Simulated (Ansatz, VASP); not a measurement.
# C: VASP beside Ansatz

```
C
1.0
     2.42300    0.00000    0.00000
    -1.21150    2.09838    0.00000
     0.00000    0.00000   26.00242
C
2
Direct
  0.66667 0.33333 0.51648
  0.33333 0.66667 0.48352
```

Alike in both runs: task single point; functional PBE; dispersion D3(BJ); k mesh 21 × 21 × 1; occupations gaussian, width 0.1 eV; no spin polarisation.

|  | VASP | Ansatz |
| --- | --- | --- |
| version | VASP 6.6.1 | Ansatz 0.2.0 |
| potentials or method | VASP PAW PBE potentials, release 64 (C), cutoff 520 eV | scalar-relativistic, plane waves, PAW |
| valence electrons in the cell | 8 | 8 |

VASP gave:

| Item | Value |
| --- | --- |
| gap on the k mesh at the Fermi level (eV) | none |
| rms of the force components (eV/Å) | 5.381 |

Question: Estimate Ansatz's values.

Answer: gap on the k mesh at the Fermi level (eV): none; rms of the force components (eV/Å): 5.387.

Atom by atom the forces differ by 0.006 eV/Å (rms over components). A gap of «none» marks a metal or a gap that the smearing closes.
